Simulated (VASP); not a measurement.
# PtS2 in VASP: a series of runs

PtS2 is run at these levels: PBE; tasks: single point.

All numbers are computed with VASP 6.6.1; they aren't measurements. Logs are shortened: lines on timing, memory, paths and dates and some standing lists are left out, and cuts for length are marked.

## Step 1: The cell of the first run

It takes space group Cm (No. 8, monoclinic). The conventional cell has a = 6.137 Å, b = 3.543 Å, c = 5.039 Å, α = 90.00°, β = 90.00°, γ = 90.00°. Within 3.0 Å of Pt (site symmetry m) lie 6 S at 2.23 to 2.49 Å. S (site symmetry m) has 3 Pt at 2.23 to 2.49 Å within 3.0 Å. Within 3.2 Å of S (site symmetry m) lie 3 Pt at 2.40 Å and 4 S at 3.19 Å.

## Step 2: Single point, PBE (atom 2 (S) moved by (+0.000, -0.200) A along x and y)

Input file INCAR:

```
SYSTEM = PtS2
ALGO = Normal
EDIFF = 1E-6
ENCUT = 520
GGA = PE
ISIF = 2
ISMEAR = 0
LASPH = .TRUE.
LCHARG = .FALSE.
LREAL = .FALSE.
LWAVE = .FALSE.
NBANDS = 18
NELM = 80
PREC = Accurate
SIGMA = 0.05
```

Input file KPOINTS:

```
k-points
0
G
  12 12 8
  0 0 0
```

Input file POSCAR:

```
PtS2
1.0
    3.5431994758      0.0000000000      0.0000000000
   -1.7715997379      3.0685007567      0.0000000000
    0.0000000000      0.0000000000      5.0388000000
Pt S
1 2
Direct
    0.0000000000      0.0000000000      0.0000000000
    0.3007441284      0.6014882568      0.2500000000
    0.6666666667      0.3333333333      0.7500000000
```

Potentials or basis: VASP PAW PBE potentials, release 64 (Pt, S).

On the command line:

```bash
$ cat potpaw_PBE.64/Pt/POTCAR potpaw_PBE.64/S/POTCAR > POTCAR
$ mpirun -np 1 vasp_std > vasp.out
```

OUTCAR:

```text
SYSTEM = PtS2
   EDIFF = 1E-6
   ENCUT = 520
   GGA = PE
   ISIF = 2
   ISMEAR = 0
   LASPH = .TRUE.
   LREAL = .FALSE.
   NELM = 80
   PREC = Accurate

 ion  position               nearest neighbor table
   1  0.000  0.000  0.000-   2 2.23   3 2.40   3 2.40   3 2.40   2 2.49   2 2.49
   2  0.301  0.601  0.250-   1 2.23   1 2.49   1 2.49
   3  0.667  0.333  0.750-   1 2.40   1 2.40   1 2.40

  LATTYP: Found a hexagonal cell.
 ALAT       =     3.5431994758
 C/A-ratio  =     1.4221045229

  Lattice vectors:

 A1 = (   3.5431994758,   0.0000000000,   0.0000000000)
 A2 = (  -1.7715997379,   3.0685007567,   0.0000000000)
 A3 = (   0.0000000000,   0.0000000000,   5.0388000000)

Analysis of symmetry for initial positions (statically):
=====================================================================
 Subroutine PRICEL returns:
 Original cell was already a primitive cell.

 Routine SETGRP: Setting up the symmetry group for a
 hexagonal supercell.

 Subroutine GETGRP returns: Found  2 space group operations
 (whereof  2 operations were pure point group operations)
 out of a pool of 24 trial point group operations.

The static configuration has the point symmetry C_1h.

Analysis of symmetry for dynamics (positions and initial velocities):
=====================================================================
 Subroutine PRICEL returns:
 Original cell was already a primitive cell.

 Routine SETGRP: Setting up the symmetry group for a
 hexagonal supercell.

 Subroutine GETGRP returns: Found  2 space group operations
 (whereof  2 operations were pure point group operations)
 out of a pool of 24 trial point group operations.

The dynamic configuration has the point symmetry C_1h.

 Subroutine INISYM returns: Found  2 space group operations
 (whereof  2 operations are pure point group operations),
 and found     1 'primitive' translations

----------------------------------------------------------------------------------------

                                     Primitive cell

  volume of cell :      54.7834

  direct lattice vectors                    reciprocal lattice vectors
     3.543199476  0.000000000  0.000000000     0.282230794  0.162946025  0.000000000
    -1.771599738  3.068500757  0.000000000     0.000000000  0.325892049  0.000000000
     0.000000000  0.000000000  5.038800000     0.000000000  0.000000000  0.198459951

  length of vectors
     3.543199476  3.543199476  5.038800000     0.325892049  0.325892049  0.198459951

  position of ions in fractional coordinates (direct lattice)
     0.000000000  0.000000000  0.000000000
     0.300744128  0.601488257  0.250000000
     0.666666667  0.333333333  0.750000000

  ion indices of the primitive-cell ions
   primitive index   ion index
                 1           1
                 2           2
                 3           3

----------------------------------------------------------------------------------------

 KPOINTS: k-points

Automatic generation of k-mesh.
 Grid dimensions read from file:
 generate k-points for:   12   12    8

 Generating k-lattice:

  Cartesian coordinates                     Fractional coordinates (reciprocal lattice)
     0.023519233  0.013578835  0.000000000     0.083333333  0.000000000  0.000000000
     0.000000000  0.027157671  0.000000000     0.000000000  0.083333333  0.000000000
     0.000000000  0.000000000  0.024807494     0.000000000  0.000000000  0.125000000

  Length of vectors
     0.027157671  0.027157671  0.024807494

  Shift w.r.t. Gamma in fractional coordinates (k-lattice)
     0.000000000  0.000000000  0.000000000

 Subroutine IBZKPT returns following result:
 ===========================================

 Found    320 irreducible k-points:

 Following reciprocal coordinates:
            Coordinates               Weight
  0.000000  0.000000  0.000000      1.000000
  0.083333  0.000000  0.000000      4.000000
  0.000000  0.083333  0.000000      2.000000
  0.166667  0.000000  0.000000      4.000000
  0.000000  0.166667  0.000000      2.000000
  0.250000 -0.000000  0.000000      4.000000
[... 16 lines left out ...]
 -0.083333  0.416667  0.000000      4.000000
 -0.416667  0.333333  0.000000      4.000000
 [... further k-points ...]
   k-points           NKPTS =    320   k-points in BZ     NKDIM =    320   number of bands    NBANDS=     18
   number of dos      NEDOS =    301   number of ions     NIONS =      3
   total plane-waves  NPLWV =  31360
   dimension x,y,z NGX =    28 NGY =   28 NGZ =   40
   dimension x,y,z NGXF=    56 NGYF=   56 NGZF=   80
   ions per type =               1   2
   NGX,Y,Z   is equivalent  to a cutoff of  13.14, 13.14, 13.20 a.u.
   NGXF,Y,Z  is equivalent  to a cutoff of  26.28, 26.28, 26.39 a.u.
 SYSTEM =  PtS2
   PREC   = accura    normal or accurate (medium, high low for compatibility)
   ISTART =      0    job   : 0-new  1-cont  2-samecut
   ICHARG =      2    charge: 1-file 2-atom 10-const
   ISPIN  =      1    spin polarized calculation?
   LNONCOLLINEAR =      F non collinear calculations
   LSORBIT =      F    spin-orbit coupling
   LASPH  =      T    aspherical Exc in radial PAW
   ENCUT  =  520.0 eV  38.22 Ry    6.18 a.u.   6.59  6.59  9.37*2*pi/ulx,y,z
   NELM   =     80;   NELMIN=  2; NELMDL= -5     # of ELM steps
   EDIFF  = 0.1E-05   stopping-criterion for ELM
   LREAL  =      F    real-space projection
[... 7 lines left out ...]
   TEBEG  =    0.0;   TEEND  =   0.0 temperature during run
   PSTRESS=    0.0 pullay stress
   NELECT =      22.0000    total number of electrons
   NUPDOWN=      -1.0000    fix difference up-down
   EMIN   =  10.00;   EMAX   =-10.00  energy-range for DOS
   EFERMI =   0.00;   METHOD = LEGACY
   ISMEAR =     0;   SIGMA  =   0.05  broadening in eV -4-tet -1-fermi 0-gaus
   EFERMI_NEDOS =   21; number of points for ismear=-14 and -15
   IALGO  =     38    algorithm
   IMIX   =      4    mixing-type and parameters
     AMIX     =   0.40;   BMIX     =  1.00
     AMIX_MAG =   1.60;   BMIX_MAG =  1.00
  volume/ion in A,a.u.               =      18.26       123.23
  Fermi-wavevector in a.u.,A,eV,Ry     =   1.207812  2.282434 19.848319  1.458810
  Thomas-Fermi vector in A             =   2.343439
   LORBIT       =      0    0 simple, 1 ext, 2 COOP (PROOUT), +10 PAW based schemes
   GGA     = PE    functional components
   LHFCALC =     F    Hartree Fock is set to
   AEXX    =    0.0000 exact exchange contribution
   IVDW    =     0    specifies the selected vdW correction
   LEPSILON=     F    determine dielectric tensor
   LRPA    =     F    only Hartree local field effects (RPA)
 non-spin polarized calculation
 Gauss-broadening in eV      SIGMA  =   0.05
  energy-cutoff  :      520.00
  volume of cell :       54.78
 maximum number of plane-waves:      1507
   NGX = 13   NGY = 13   NGZ = 19

 number of electron      22.0000001 magnetization

 Free energy of the ion-electron system (eV)
  ---------------------------------------------------
  ext. energy  EPLUGINS =         0.00000000
  ---------------------------------------------------
  free energy    TOTEN  =       -15.16695787 eV

  energy without entropy =      -15.16695787  energy(sigma->0) =      -15.16695787

 E-fermi :   7.0325     XC(G=0): -10.6897

 val. band max:        6.8383135043   @ k =   0.0000   0.0000   0.0000
 cond. band min:       7.2581453136   @ k =  -0.2500  -0.0833   0.2500
 fundamental gap:      0.4198318094
 Fermi energy:         7.0325360527

 k-point     1 :       0.0000    0.0000    0.0000
  band No.  band energies     occupation
      1      -8.4288      2.00000
      2      -5.6018      2.00000
      3      -0.2684      2.00000
      4       0.2955      2.00000
      5       0.5299      2.00000
      6       2.9361      2.00000
[... 10 lines left out ...]
     17      15.3385      0.00000
     18      18.9601      0.00000

 k-point     2 :       0.0833    0.0000    0.0000
  band No.  band energies     occupation
      1      -8.3440      2.00000
      2      -5.6353      2.00000
      3      -0.1789      2.00000
      4       0.3421      2.00000
      5       0.5765      2.00000
      6       2.7818      2.00000
[... 10 lines left out ...]
     17      15.4999      0.00000
     18      18.0921      0.00000

 k-point     3 :       0.0000    0.0833    0.0000
  band No.  band energies     occupation
      1      -8.3393      2.00000
      2      -5.6454      2.00000
      3      -0.1625      2.00000
      4       0.3676      2.00000
      5       0.5970      2.00000
      6       2.7783      2.00000
[... 10 lines left out ...]
     17      15.1204      0.00000
     18      17.7897      0.00000

 k-point     4 :       0.1667    0.0000    0.0000
  band No.  band energies     occupation
      1      -8.0990      2.00000
      2      -5.7276      2.00000
      3       0.0647      2.00000
      4       0.4743      2.00000
      5       0.7189      2.00000
      6       2.4175      2.00000
[... 10 lines left out ...]
     17      16.0126      0.00000
     18      16.8165      0.00000

 k-point     5 :       0.0000    0.1667    0.0000
  band No.  band energies     occupation
      1      -8.0803      2.00000
      2      -5.7615      2.00000
      3       0.1460      2.00000
      4       0.5716      2.00000
      5       0.7830      2.00000
      6       2.2592      2.00000
[... 10 lines left out ...]
     17      15.4948      0.00000
     18      16.3771      0.00000

 k-point     6 :       0.2500   -0.0000    0.0000
  band No.  band energies     occupation
      1      -7.7244      2.00000
      2      -5.8579      2.00000
      3       0.3573      2.00000
      4       0.6359      2.00000
      5       0.9914      2.00000
      6       1.8235      2.00000
[... 10 lines left out ...]
     17      15.7586      0.00000
     18      16.2817      0.00000

 k-point     7 :       0.0000    0.2500    0.0000
  band No.  band energies     occupation
      1      -7.6832      2.00000
      2      -5.9156      2.00000
      3       0.5970      2.00000
      4       0.8729      2.00000
      5       1.0300      2.00000
      6       1.4536      2.00000
[... 10 lines left out ...]
     17      15.7758      0.00000
     18      15.7782      0.00000

 k-point     8 :       0.3333   -0.0000    0.0000
  band No.  band energies     occupation
      1      -7.2784      2.00000
      2      -6.0056      2.00000
      3       0.3905      2.00000
      4       0.6845      2.00000
      5       1.2140      2.00000
      6       1.6911      2.00000
[... 10 lines left out ...]
     17      15.5957      0.00000
     18      16.2729      0.00000
[... 229 lines left out ...]
     17      15.5180      0.00000
     18      16.2843      0.00000

 k-point    20 :      -0.0833    0.3333    0.0000
  band No.  band energies     occupation
      1      -7.4047      2.00000
      2      -6.0025      2.00000
      3       0.7159      2.00000
      4       0.9128      2.00000
      5       1.1166      2.00000
      6       1.4361      2.00000
[... 10 lines left out ...]
     17      15.5836      0.00000
     18      16.0238      0.00000

 k-point    21 :      -0.3333    0.2500    0.0000
  band No.  band energies     occupation
      1      -7.4625      2.00000
      2      -5.9345      2.00000
      3       0.4711      2.00000
      4       0.6400      2.00000
      5       1.1346      2.00000
      6       1.6549      2.00000
[... 10 lines left out ...]
     17      15.6288      0.00000
     18      16.2650      0.00000

 k-point    22 :       0.3333    0.0833    0.0000
  band No.  band energies     occupation
      1      -7.0063      2.00000
      2      -6.0974      2.00000
      3       0.2125      2.00000
      4       0.7077      2.00000
      5       1.3780      2.00000
      6       1.9869      2.00000
[... 10 lines left out ...]
     17      15.9268      0.00000
     18      16.5162      0.00000

 k-point    23 :      -0.0833    0.4167    0.0000
  band No.  band energies     occupation
      1      -6.9435      2.00000
      2      -6.1443      2.00000
      3      -0.0099      2.00000
      4       1.1337      2.00000
      5       1.5764      2.00000
      6       1.7628      2.00000
[... 10 lines left out ...]
     17      15.4586      0.00000
     18      16.7400      0.00000

 k-point    24 :      -0.4167    0.3333    0.0000
  band No.  band energies     occupation
      1      -7.0195      2.00000
      2      -6.0859      2.00000
      3       0.2447      2.00000
      4       0.6544      2.00000
      5       1.3306      2.00000
      6       1.8377      2.00000
[... 10 lines left out ...]
     17      15.9614      0.00000
     18      16.6115      0.00000

 [... further k-points ...]
[... 5 lines left out ...]
  --------------------------------------------------------------------------------------
  -------------------------------------------------------------------------------------
  Total        0.2541613      2.8559618      0.7389145      0.0000000      2.5771380      0.0000000
  in kB        7.4331172     83.5245260     21.6100526      0.0000000     75.3701362      0.0000000
  external PRESSURE =      37.5225653 kB  Pullay stress =       0.0000000 kB

 VOLUME and BASIS-vectors are now :
 -----------------------------------------------------------------------------
  energy-cutoff  :      520.00
  volume of cell :       54.78
      direct lattice vectors                 reciprocal lattice vectors
     3.543199476  0.000000000  0.000000000     0.282230794  0.162946025  0.000000000
    -1.771599738  3.068500757  0.000000000     0.000000000  0.325892049  0.000000000
     0.000000000  0.000000000  5.038800000     0.000000000  0.000000000  0.198459951

 POSITION                                       TOTAL-FORCE (eV/Angst)
 -----------------------------------------------------------------------------------
      0.00000      0.00000      0.00000        -0.000000     -1.924896     -0.412055
     -0.00000      1.84567      1.25970         0.000000      2.091305      0.112717
      1.77160      1.02283      3.77910         0.000000     -0.166409      0.299337
 -----------------------------------------------------------------------------------
    total drift:                                0.000000      0.000037     -0.000013

  FREE ENERGIE OF THE ION-ELECTRON SYSTEM (eV)
  ---------------------------------------------------
  free  energy   TOTEN  =       -15.1669578704 eV

  energy  without entropy=      -15.1669578704  energy(sigma->0) =      -15.16695787
```

Wall time 1.9 min (1 thread of Intel Xeon 6975P-C (Granite Rapids), shared host); peak memory 0.41 GiB.

What came out:

| Property | Result |
| --- | --- |
| Free energy | -15.1670 eV |
| Pressure | 3.8 GPa |
| Largest force | 2.094 eV/Å |
| Band gap on the k mesh | 0.42 eV (least direct gap 0.63 eV) |

Forces on the atoms (eV/Å):
```
Pt   0.000 -1.925 -0.412
S    0.000  2.091  0.113
S    0.000 -0.166  0.299
```

Levels at points of the mesh, in eV from the valence-band top:
```
           k point  band 9  band 10  band 11  band 12  band 13  band 14
(0.00, 0.00, 0.00)   -1.20    -0.78     0.00     1.49     2.07     4.58
(0.50, 0.00, 0.00)   -3.02    -2.89    -2.39     1.11     2.43     5.59
(0.00, 0.50, 0.00)   -3.12    -2.97    -2.46     1.67     2.21     5.11
(0.00, 0.00, 0.50)   -1.53    -1.25    -1.13     2.27     2.54     5.58
(0.50, 0.00, 0.50)   -2.77    -2.39    -1.27     1.36     2.19     4.79
(0.00, 0.50, 0.50)   -2.78    -2.56    -1.72     1.20     2.07     5.36
```

Caveat: the cell differs from its parent crystal (atom 2 (S) moved by (+0.000, -0.200) A along x and y); the stress differs along the axes, from 1 to 8 GPa; spin-orbit coupling is left out, which moves the levels of the heavy elements; forces of over 1 eV/Å act on the atoms, so gaps and moduli don't describe the material at rest. A k mesh can miss the band edges.

[end of part 1 of 2]
